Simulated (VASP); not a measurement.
# I: relaxation of cell and atoms with PBE

The system is I.

```
I
1.0
     0.00000    2.54000    2.54000
     2.54000    0.00000    2.54000
     2.54000    2.54000    0.00000
I
1
Cartesian
  0.0000 0.0000 0.0000
```

```json
{"Program": "VASP 6.6.1", "Task": "relaxation of cell and atoms", "Functional": "PBE", "Potentials or basis": "VASP PAW PBE potentials, release 64 (I)", "Cutoff": "500 eV", "k mesh": "15 × 15 × 15", "Occupations": "fermi-dirac, width 0.02 eV", "Spin": "no spin polarisation", "Dipole correction": "no", "Further INCAR settings": "ALGO = Normal; EDIFF = 1e-07; IBRION = 2; EDIFFG = -0.01; NSW = 80; ISIF = 3"}
```

```
Relaxed volume                        : 34.99 Å³/atom
Relaxed cell                          : a = 3.671 Å, b = 3.671 Å, c = 3.671 Å, α = 60.00°, β = 60.00°, γ = 60.00°
Space group after relaxing (to 0.1 Å) : Fm-3m (No. 225)
Energy gained by relaxing             : 11.7 meV/atom
Ionic steps                           : 3
Pressure after relaxing               : 0.0 GPa
Band gap on the k mesh                : zero (an odd number of electrons rules out a gap without spin polarisation)
```

Step by step:
| step | energy change (eV) | largest force (eV/Å) | pressure (GPa) | volume (Å³) |
| --- | --- | --- | --- | --- |
| 1 | 0.0000 | 0.0000 | 1.83 | 32.77 |
| 2 | -0.0114 | 0.0000 | 0.27 | 34.58 |
| 3 | -0.0117 | 0.0000 | -0.01 | 34.99 |

Final structure:
```cif
data_structure
_symmetry_space_group_name_H-M 'P 1'
_symmetry_Int_Tables_number 1
_cell_length_a 3.6714
_cell_length_b 3.6714
_cell_length_c 3.6714
_cell_angle_alpha 60.000
_cell_angle_beta 60.000
_cell_angle_gamma 60.000
_cell_volume 34.99
loop_
_atom_site_label
_atom_site_type_symbol
_atom_site_fract_x
_atom_site_fract_y
_atom_site_fract_z
_atom_site_occupancy
I1 I 0.00000 0.00000 0.00000 1
```

Levels at points of the mesh, in eV from the Fermi level:
| k point | band 1 | band 2 | band 3 | band 4 | band 5 | band 6 | band 7 |
| --- | --- | --- | --- | --- | --- | --- | --- |
| (0.00, 0.00, 0.00) | -13.42 | 0.99 | 0.99 | 0.99 | 7.18 | 9.65 | 9.65 |

Run time: 46 s on 1 thread of AMD EPYC 9R45 96-Core Processor (Zen 5), with other jobs on the host, peak memory 0.15 GiB.

Caveat: spin-orbit coupling is left out, which moves the levels of the heavy elements; an odd number of electrons without spin polarisation forces a metal; a magnetic or distorted state may lie lower.
